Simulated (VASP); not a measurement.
# FeGe (P2_13) in VASP: single point with PBEsol

Aim: the single point of FeGe with PBEsol.

All numbers are computed with VASP 6.6.1; they aren't measurements. Logs are shortened: lines on timing, memory, paths and dates and some standing lists are left out, and cuts for length are marked.

## (1) The cell of the first run

Symmetry: P2_13, No. 198, cubic system. Conventional cell: a = 4.550 Å, b = 4.550 Å, c = 4.550 Å, α = 90.00°, β = 90.00°, γ = 90.00°. Within 3.1 Å of Fe (site symmetry 3) lie 7 Ge at 2.33 to 2.54 Å and 6 Fe at 2.79 Å. Within 3.1 Å of Ge (site symmetry 3) lie 7 Fe at 2.33 to 2.54 Å and 6 Ge at 2.82 Å.

## (2) Single point, PBEsol, collinear spin, ferromagnetic start (11.77 Å³/atom)

INCAR

```
  PREC = Accurate
  ENCUT = 520
  EDIFF = 1E-6
  ISMEAR = 0
  SIGMA = 0.1
  LREAL = False
  LASPH = True
  NELM = 150
  ALGO = Normal
  ISIF = 2
  LWAVE = False
  LCHARG = True
  ISPIN = 2
  MAGMOM = 1.2 1.2 1.2 1.2 0 0 0 0
  LORBIT = 11
  LMAXMIX = 4
  GGA = PS
  LELF = True
  LVHAR = True
  NBANDS = 58
```

KPOINTS

```
regular mesh
0
Gamma
  8 8 8
```

POSCAR

```
FeGe
1.0
    4.5500332767      0.0000000000      0.0000000000
    0.0000000000      4.5500332767      0.0000000000
    0.0000000000      0.0000000000      4.5500332767
Fe Ge
4 4
Direct
    0.1377137756      0.1377137756      0.1377137756
    0.3622862244      0.8622862244      0.6377137756
    0.6377137756      0.3622862244      0.8622862244
    0.8622862244      0.6377137756      0.3622862244
    0.8423952673      0.8423952673      0.8423952673
    0.6576047327      0.1576047327      0.3423952673
    0.3423952673      0.6576047327      0.1576047327
    0.1576047327      0.3423952673      0.6576047327
```

Potentials or basis: VASP PAW PBE potentials, release 64 (Fe, Ge_d).

On the command line:

```
> cat potpaw_PBE.64/Fe/POTCAR potpaw_PBE.64/Ge_d/POTCAR > POTCAR
> mpirun -np 1 vasp_std > vasp.out
```

OUTCAR:

```text
PREC = Accurate
   ENCUT = 520
   EDIFF = 1E-6
   ISMEAR = 0
   LREAL = False
   LASPH = True
   NELM = 150
   ISIF = 2
   ISPIN = 2
   LORBIT = 11
   GGA = PS

 ion  position               nearest neighbor table
   1  0.138  0.138  0.138-   5 2.33   6 2.38   7 2.38   8 2.38   7 2.54   8 2.54   6 2.54   3 2.79
                             4 2.79   2 2.79   2 2.79   4 2.79   3 2.79
   2  0.362  0.862  0.638-   6 2.33   5 2.38   7 2.38   8 2.38   7 2.54   8 2.54   5 2.54   1 2.79
                             1 2.79   3 2.79   3 2.79   4 2.79   4 2.79
   3  0.638  0.362  0.862-   7 2.33   6 2.38   5 2.38   8 2.38   8 2.54   6 2.54   5 2.54   1 2.79
                             4 2.79   2 2.79   2 2.79   4 2.79   1 2.79
   4  0.862  0.638  0.362-   8 2.33   6 2.38   7 2.38   5 2.38   6 2.54   5 2.54   7 2.54   1 2.79
                             3 2.79   2 2.79   1 2.79   2 2.79   3 2.79
   5  0.842  0.842  0.842-   1 2.33   2 2.38   3 2.38   4 2.38   3 2.54   4 2.54   2 2.54   6 2.82
                             7 2.82   8 2.82   6 2.82   8 2.82   7 2.82
   6  0.658  0.158  0.342-   2 2.33   1 2.38   3 2.38   4 2.38   3 2.54   4 2.54   1 2.54   8 2.82
                             5 2.82   5 2.82   7 2.82   7 2.82   8 2.82
   7  0.342  0.658  0.158-   3 2.33   2 2.38   1 2.38   4 2.38   4 2.54   2 2.54   1 2.54   8 2.82
                             5 2.82   8 2.82   6 2.82   6 2.82   5 2.82
   8  0.158  0.342  0.658-   4 2.33   2 2.38   3 2.38   1 2.38   2 2.54   1 2.54   3 2.54   7 2.82
                             5 2.82   7 2.82   5 2.82   6 2.82   6 2.82

  LATTYP: Found a simple cubic cell.
 ALAT       =     4.5500332767

  Lattice vectors:

 A1 = (   4.5500332767,   0.0000000000,   0.0000000000)
 A2 = (   0.0000000000,   4.5500332767,   0.0000000000)
 A3 = (   0.0000000000,   0.0000000000,   4.5500332767)

Analysis of symmetry for initial positions (statically):
=====================================================================
 Subroutine PRICEL returns:
 Original cell was already a primitive cell.

 Routine SETGRP: Setting up the symmetry group for a
 simple cubic supercell.

 Subroutine GETGRP returns: Found 12 space group operations
 (whereof  3 operations were pure point group operations)
 out of a pool of 48 trial point group operations.

The static configuration has the point symmetry C_3 .
 The point group associated with its full space group is T   .

Analysis of symmetry for dynamics (positions and initial velocities):
=====================================================================
 Subroutine PRICEL returns:
 Original cell was already a primitive cell.

 Routine SETGRP: Setting up the symmetry group for a
 simple cubic supercell.

 Subroutine GETGRP returns: Found 12 space group operations
 (whereof  3 operations were pure point group operations)
 out of a pool of 48 trial point group operations.

The dynamic configuration has the point symmetry C_3 .
 The point group associated with its full space group is T   .

Analysis of structural, dynamic, and magnetic symmetry:
=====================================================================
 Subroutine PRICEL returns:
 Original cell was already a primitive cell.

 Routine SETGRP: Setting up the symmetry group for a
 simple cubic supercell.

 Subroutine GETGRP returns: Found 12 space group operations
 (whereof  3 operations were pure point group operations)
 out of a pool of 48 trial point group operations.

The overall configuration has the point symmetry C_3 .
 The point group associated with its full space group is T   .

 Subroutine INISYM returns: Found 12 space group operations
 (whereof  3 operations are pure point group operations),
 and found     1 'primitive' translations

----------------------------------------------------------------------------------------

                                     Primitive cell

  volume of cell :      94.1984

  direct lattice vectors                    reciprocal lattice vectors
     4.550033277  0.000000000  0.000000000     0.219778612  0.000000000  0.000000000
     0.000000000  4.550033277  0.000000000     0.000000000  0.219778612  0.000000000
     0.000000000  0.000000000  4.550033277     0.000000000  0.000000000  0.219778612

  length of vectors
     4.550033277  4.550033277  4.550033277     0.219778612  0.219778612  0.219778612

  position of ions in fractional coordinates (direct lattice)
     0.137713776  0.137713776  0.137713776
     0.362286224  0.862286224  0.637713776
[... 81 lines left out ...]
   ISTART =      0    job   : 0-new  1-cont  2-samecut
   ICHARG =      2    charge: 1-file 2-atom 10-const
   ISPIN  =      2    spin polarized calculation?
   LNONCOLLINEAR =      F non collinear calculations
   LSORBIT =      F    spin-orbit coupling
   LASPH  =      T    aspherical Exc in radial PAW
   ENCUT  =  520.0 eV  38.22 Ry    6.18 a.u.   8.46  8.46  8.46*2*pi/ulx,y,z
   NELM   =    150;   NELMIN=  2; NELMDL= -5     # of ELM steps
   EDIFF  = 0.1E-05   stopping-criterion for ELM
   LREAL  =      F    real-space projection
   EDIFFG = 0.1E-04   stopping-criterion for IOM
   NSW    =      0    number of steps for IOM
   IBRION =     -1    ionic relax: 0-MD 1-quasi-New 2-CG
   NFREE  =      0    steps in history (QN), initial steepest desc. (CG)
   ISIF   =      2    stress and relaxation
   ISYM   =      2    0-nonsym 1-usesym 2-fastsym
   POTIM  = 0.5000    time-step for ionic-motion
   TEBEG  =    0.0;   TEEND  =   0.0 temperature during run
   PSTRESS=    0.0 pullay stress
   NELECT =      88.0000    total number of electrons
   NUPDOWN=      -1.0000    fix difference up-down
   EMIN   =  10.00;   EMAX   =-10.00  energy-range for DOS
   EFERMI =   0.00;   METHOD = LEGACY
   ISMEAR =     0;   SIGMA  =   0.10  broadening in eV -4-tet -1-fermi 0-gaus
   EFERMI_NEDOS =   21; number of points for ismear=-14 and -15
   IALGO  =     38    algorithm
   IMIX   =      4    mixing-type and parameters
     AMIX     =   0.40;   BMIX     =  1.00
     AMIX_MAG =   1.60;   BMIX_MAG =  1.00
  volume/ion in A,a.u.               =      11.77        79.46
  Fermi-wavevector in a.u.,A,eV,Ry     =   1.600373  3.024266 34.847146  2.561193
  Thomas-Fermi vector in A             =   2.697519
   LORBIT       =     11    0 simple, 1 ext, 2 COOP (PROOUT), +10 PAW based schemes
   GGA     = PS    functional components
   LHFCALC =     F    Hartree Fock is set to
   AEXX    =    0.0000 exact exchange contribution
   IVDW    =     0    specifies the selected vdW correction
   LEPSILON=     F    determine dielectric tensor
   LRPA    =     F    only Hartree local field effects (RPA)
 spin polarized calculation
 Gauss-broadening in eV      SIGMA  =   0.10
  energy-cutoff  :      520.00
  volume of cell :       94.20
 maximum number of plane-waves:      2560
 NGX is ok and might be reduce to    36
   NGX = 17   NGY = 17   NGZ = 17

 number of electron      88.0000044 magnetization       3.9737345

 Free energy of the ion-electron system (eV)
  ---------------------------------------------------
  ext. energy  EPLUGINS =         0.00000000
  ---------------------------------------------------
  free energy    TOTEN  =       -57.01797359 eV

  energy without entropy =      -56.98601593  energy(sigma->0) =      -57.00199476

 E-fermi :   8.8842     XC(G=0): -13.5446

 val. band max:        8.8748297525   @ k =  -0.1250   0.3750   0.0000
 cond. band min:       8.8871160353   @ k =   0.5000   0.0000   0.0000
 fundamental gap:      0.0122862828
 Fermi energy:         8.8841825696

 spin component 1

 k-point     1 :       0.0000    0.0000    0.0000
  band No.  band energies     occupation
      1     -15.6922      1.00000
      2     -15.6922      1.00000
      3     -15.6922      1.00000
      4     -15.6473      1.00000
      5     -15.6473      1.00000
      6     -15.6473      1.00000
[... 1405 lines left out ...]
     55      14.3146      0.00000
     56      14.6393      0.00000

 [... further k-points ...]

 spin component 2

 k-point     1 :       0.0000    0.0000    0.0000
  band No.  band energies     occupation
      1     -15.7068      1.00000
      2     -15.7068      1.00000
      3     -15.7068      1.00000
      4     -15.6601      1.00000
      5     -15.6601      1.00000
      6     -15.6601      1.00000
[... 1405 lines left out ...]
     55      14.5725      0.00000
     56      14.8676      0.00000

 [... further k-points ...]

 [bands above 56 left out]

------------------------ aborting loop because EDIFF is reached ----------------------------------------

  FORCE on cell =-STRESS in cart. coord.  units (eV):
  Direction    XX          YY          ZZ          XY          YZ          ZX
  --------------------------------------------------------------------------------------
  -------------------------------------------------------------------------------------
  Total        3.8532695      3.8532695      3.8532695      0.0000000      0.0000000      0.0000000
  in kB       65.5384616     65.5384616     65.5384616      0.0000000      0.0000000      0.0000000
  external PRESSURE =      65.5384616 kB  Pullay stress =       0.0000000 kB

 VOLUME and BASIS-vectors are now :
 -----------------------------------------------------------------------------
  energy-cutoff  :      520.00
  volume of cell :       94.20
      direct lattice vectors                 reciprocal lattice vectors
     4.550033277  0.000000000  0.000000000     0.219778612  0.000000000  0.000000000
     0.000000000  4.550033277  0.000000000     0.000000000  0.219778612  0.000000000
     0.000000000  0.000000000  4.550033277     0.000000000  0.000000000  0.219778612

 POSITION                                       TOTAL-FORCE (eV/Angst)
 -----------------------------------------------------------------------------------
      0.62660      0.62660      0.62660         0.012056      0.012056      0.012056
      1.64841      3.92343      2.90162        -0.012056     -0.012056      0.012056
      2.90162      1.64841      3.92343         0.012056     -0.012056     -0.012056
      3.92343      2.90162      1.64841        -0.012056      0.012056     -0.012056
      3.83293      3.83293      3.83293        -0.002887     -0.002887     -0.002887
      2.99212      0.71711      1.55791         0.002887      0.002887     -0.002887
      1.55791      2.99212      0.71711        -0.002887      0.002887      0.002887
      0.71711      1.55791      2.99212         0.002887     -0.002887      0.002887
 -----------------------------------------------------------------------------------
    total drift:                                0.000000      0.000001      0.000000

  FREE ENERGIE OF THE ION-ELECTRON SYSTEM (eV)
  ---------------------------------------------------
  free  energy   TOTEN  =       -57.0179735854 eV

  energy  without entropy=      -56.9860159300  energy(sigma->0) =      -57.00199476

 total charge

# of ion       s       p       d       tot
------------------------------------------
    1        0.409   0.572   6.543   7.525
    2        0.409   0.572   6.543   7.525
    3        0.409   0.572   6.543   7.525
    4        0.409   0.572   6.543   7.525
    5        1.112   1.321  10.154  12.587
    6        1.112   1.321  10.154  12.587
    7        1.112   1.321  10.154  12.587
    8        1.112   1.321  10.154  12.587
--------------------------------------------------
tot          6.082   7.573  66.791  80.446

 magnetization (x)

# of ion       s       p       d       tot
------------------------------------------
    1       -0.000  -0.001   1.072   1.071
    2       -0.000  -0.001   1.072   1.071
    3       -0.000  -0.001   1.072   1.071
    4       -0.000  -0.001   1.072   1.071
    5       -0.011  -0.049  -0.003  -0.062
    6       -0.011  -0.049  -0.003  -0.062
    7       -0.011  -0.049  -0.003  -0.062
    8       -0.011  -0.049  -0.003  -0.062
--------------------------------------------------
tot         -0.045  -0.198   4.277   4.034
```

It took 8.4 min on 1 thread of Oxide Virtual Turin-like, shared host; peak memory 0.43 GiB.

What came out:

```yaml
Free_energy: -57.0180 eV
Pressure: 6.6 GPa
Largest_force: 0.021 eV/Å
Band_gap_on_the_k_mesh: zero (filled and empty bands overlap)
Net_moment: 3.97 μB per cell
Site_moments: Fe +1.07; Ge -0.06 μB
Valence_electrons_inside_the_program's_atomic_spheres: Fe 7.53; Ge 12.59
```

Forces on the atoms (eV/Å):
```
Fe   0.012  0.012  0.012
Fe  -0.012 -0.012  0.012
Fe   0.012 -0.012 -0.012
Fe  -0.012  0.012 -0.012
Ge  -0.003 -0.003 -0.003
Ge   0.003  0.003 -0.003
Ge  -0.003  0.003  0.003
Ge   0.003 -0.003  0.003
```

Levels at points of the mesh, in eV from the Fermi level:
Spin up:
```
           k point  band 44  band 45  band 46  band 47  band 48  band 49
(0.00, 0.00, 0.00)    -0.75    -0.07    -0.07    -0.07     2.18     2.18
(0.50, 0.00, 0.00)    -0.62    -0.42    -0.42     1.14     1.14     1.23
(0.50, 0.50, 0.00)    -0.95     0.05     0.05     0.45     0.45     1.85
(0.50, 0.50, 0.50)    -1.02    -0.25    -0.25    -0.25    -0.25     4.91
```
Spin down:
```
           k point  band 38  band 39  band 40  band 41  band 42  band 43  band 44  band 45  band 46  band 47
(0.00, 0.00, 0.00)    -1.51    -1.51     0.15     0.15     0.15     0.29     0.29     1.04     1.04     1.04
(0.50, 0.00, 0.00)    -1.42    -0.72    -0.72     0.00     0.00     0.37     0.37     0.64     0.64     1.97
(0.50, 0.50, 0.00)    -0.91    -0.67    -0.67    -0.61    -0.61     0.04     0.04     1.01     1.01     1.37
(0.50, 0.50, 0.50)    -0.31    -0.31    -0.31    -0.17    -0.17    -0.17    -0.17     0.83     0.83     0.83
```

Caveat: the cell stands under pressure; the PAW data sets were made with another functional, which shifts forces and pressure a little.
